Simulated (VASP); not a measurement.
A run of VASP 6.6.1:

File POSCAR:

```
HfO2
1.0
    5.1143242300      0.0000000000     -0.0061348300
    0.0000000000      5.1820367700      0.0000000000
   -0.8642961100      0.0000000000      5.2250493900
Hf O
4 8
Direct
    0.2761933800      0.0418425600      0.2082497300
    0.7238066200      0.5418425600      0.2917502700
    0.7238066200      0.9581574400      0.7917502700
    0.2761933800      0.4581574400      0.7082497300
    0.4479611800      0.7576546000      0.4784709000
    0.5520388200      0.2576546000      0.0215291000
    0.5520388200      0.2423454000      0.5215291000
    0.4479611800      0.7423454000      0.9784709000
    0.0700519000      0.3337584400      0.3440321200
    0.9299481000      0.8337584400      0.1559678800
    0.9299481000      0.6662415600      0.6559678800
    0.0700519000      0.1662415600      0.8440321200
```

The input INCAR.step1:

```
SYSTEM = HfO2
ALGO = Normal
EDIFF = 1E-5
ENCUT = 520
GGA = PE
ISIF = 2
ISMEAR = -1
LASPH = .True.
LREAL = .False.
LWAVE = .True.
NBANDS = 56
NELM = 80
PREC = Accurate
SIGMA = 0.02
```

INCAR.step2

```
SYSTEM = HfO2
AEXX = 0.25
ALGO = Normal
EDIFF = 1E-6
ENCUT = 520
GGA = PE
ISIF = 2
ISMEAR = -1
ISTART = 1
LASPH = .True.
LCHARG = .True.
LELF = .True.
LHFCALC = .True.
LREAL = .False.
LVHAR = .True.
LWAVE = .False.
NBANDS = 56
NELM = 80
PREC = Accurate
PRECFOCK = Fast
SIGMA = 0.02
```

Contents of KPOINTS:

```
k-points
0
Gamma
  2 2 2
  0 0 0
```

Potentials or basis: VASP PAW PBE potentials, release 64 (Hf_pv, O).

Run with:

```sh
$ cat potpaw_PBE.64/Hf_pv/POTCAR potpaw_PBE.64/O/POTCAR > POTCAR
$ cp INCAR.step1 INCAR
$ mpirun -np 1 vasp_std > vasp.out
$ cp INCAR.step2 INCAR
$ mpirun -np 1 vasp_std > vasp.out
```

Hardware: 1 thread of Intel(R) Xeon(R) Platinum 8259CL CPU @ 2.50GHz (Skylake/Cascade Lake) (shared host).

**Question.** Estimate the wall time of this run.

**Answer.** It took 22 min on 1 thread of Intel(R) Xeon(R) Platinum 8259CL CPU @ 2.50GHz (Skylake/Cascade Lake) (shared host), peak memory 0.3 GiB. Counts: k points 8.
